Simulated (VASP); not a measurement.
**Be: single point with PBEsol**

Crystal: Be.

```
CELL_PARAMETERS angstrom
2.53366 -2.68476 0.00000
2.53366 2.68476 0.00000
0.00000 0.00000 5.12818
ATOMIC_POSITIONS crystal
Be 0.16179 0.83821 0.19651
Be 0.83821 0.16179 0.80349
Be 0.33821 0.66179 0.69651
Be 0.66179 0.33821 0.30349
```

This cell differs from its parent crystal: Ca replaced by Be, lengths x 0.727, strained.

| Item | Value |
| --- | --- |
| Program | VASP 6.6.1 |
| Task | single point |
| Functional | PBEsol |
| Potentials or basis | VASP PAW PBE potentials, release 64 (Be) |
| Cutoff | 520 eV |
| k mesh | 12 × 12 × 8 |
| Occupations | gaussian, width 0.1 eV |
| Spin | no spin polarisation |
| Dipole correction | no |
| Further INCAR settings | ALGO = Normal; EDIFF = 1e-07; NBANDS = 12 |

* Pressure: -19.4 GPa
* Largest force: 0.405 eV/Å
* Band gap on the k mesh: zero (band 4 reaches 3.15 eV, above the bottom of band 5 at 0.57 eV)

Forces on the atoms (eV/Å):
```
Be   0.000 -0.044 -0.403
Be   0.000  0.044  0.403
Be   0.000  0.044 -0.403
Be   0.000 -0.044  0.403
```

Stress tensor (GPa, compression positive):
```
-15.86   0.00   0.00
  0.00 -22.56   0.00
  0.00   0.00 -19.72
```

Levels at points of the mesh, in eV from the Fermi level:
```csv
k point,band 2,band 3,band 4,band 5,band 6,band 7
"(0.00, 0.00, 0.00)",-2.53,-2.03,1.11,1.37,2.03,2.37
"(0.50, 0.00, 0.00)",-4.73,-0.63,-0.63,0.69,0.69,3.50
"(0.50, 0.50, 0.00)",-2.65,-2.50,-1.76,1.08,1.28,1.29
"(0.00, 0.00, 0.50)",-5.85,1.55,1.55,1.86,1.86,3.70
"(0.50, 0.00, 0.50)",-3.63,-3.45,-3.45,3.64,3.64,4.41
"(0.50, 0.50, 0.50)",-2.03,-1.22,-1.22,-1.01,-1.01,-0.60
```

Run time: 62 s on 1 thread of Intel(R) Xeon(R) 6975P-C (Granite Rapids), with other jobs on the host, peak memory 0.27 GiB.

Caveat: the cell differs from its parent crystal (Ca replaced by Be, lengths x 0.727, strained); the PAW data sets were made with another functional, which shifts forces and pressure a little.
